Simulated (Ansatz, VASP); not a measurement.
Two plane-wave programs on CoO

Contents of INCAR:

```
PREC = Accurate ; ENCUT = 520
EDIFF = 1E-7 ; ISMEAR = 0
SIGMA = 0.05 ; LREAL = F
LASPH = T ; NELM = 150
ALGO = Normal ; ISIF = 2
LWAVE = F ; LCHARG = F
ISPIN = 2 ; MAGMOM = 2.89 0.24
LORBIT = 11 ; LMAXMIX = 4
LDAU = T ; LDAUTYPE = 2
LDAUL = 2 -1 ; LDAUU = 3.3 0
LDAUJ = 0 0 ; LDAUPRINT = 1
GGA = RP ; IVDW = 13
NBANDS = 18
```

Contents of KPOINTS:

```
regular mesh
0
Gamma
  10 10 10
```

The input POSCAR:

```
CoO
1.0
    0.0000000000      2.1607314229      2.1607314229
    2.1607314229      0.0000000000      2.1607314229
    2.1607314229      2.1607314229      0.0000000000
Co O
1 1
Direct
    0.0000000000      0.0000000000      0.0000000000
    0.5000000000      0.5000000000      0.5000000000
```

Input for Ansatz:

```yaml
crystal:
  lattice:
    - [0.0, 2.1607314229, 2.1607314229]
    - [2.1607314229, 0.0, 2.1607314229]
    - [2.1607314229, 2.1607314229, 0.0]
  atoms:
    - { symbol: Co, position: [0.0, 0.0, 0.0], spin: 2.89 }
    - { symbol: O, position: [0.5, 0.5, 0.5] }
basis:
  ecutwfc: 420
  ecutrho_ratio: 4
kpoints:
  mp_grid: { grid: [10, 10, 10] }
hamiltonian:
  xc: rpbe
  dispersion: d4
  hubbard:
    sites:
      - { species: Co, l: d, u_eff: 3.3, starting_ns: start.occupation_matrices }
    ns_hold: { iters: 6 }
scf:
  occupations: { method: gaussian, width: 0.05 }
  lower_state_search: "off"
output:
  forces: true
  stress: true
  eigenvalues: true
  populations: true
  hubbard: { sites: [{ species: Co, l: d }] }
magnetization:
  spin_polarized: true
```

Alike in both runs: task single point; functional RPBE; dispersion D4; k mesh 10 × 10 × 10; occupations gaussian, width 0.05 eV; collinear spin; Hubbard terms Co d U = 3.3 eV.

|  | VASP | Ansatz |
| --- | --- | --- |
| version | VASP 6.6.1 | Ansatz 0.2.0 |
| potentials or method | VASP PAW PBE potentials, release 64 (Co, O), cutoff 520 eV | scalar-relativistic, plane waves, PAW |
| valence electrons in the cell | 15 | 23 |

Ansatz gave:

```
pressure (GPa)                                                : 0.0
net moment per atom (μB)                                      : 1.50
size of the moment on the site where the two differ most (μB) : 2.62
```

Task: Estimate VASP's values.

Result: Pressure (GPa): -9.1; net moment per atom (μB): 1.50; size of the moment on the site where the two differ most (μB): 2.74.

VASP's potentials were made for PBE, not for RPBE. Site moments also hang on the region over which each program counts them. The programs project onto different local orbitals, so the same U acts differently, and such runs can settle in different states. VASP's potentials hold 15 valence electrons a cell and Ansatz's 23, so a difference there can come from the potentials and not from the codes. Ansatz's warnings: symmetry narrowed by occupation matrices.
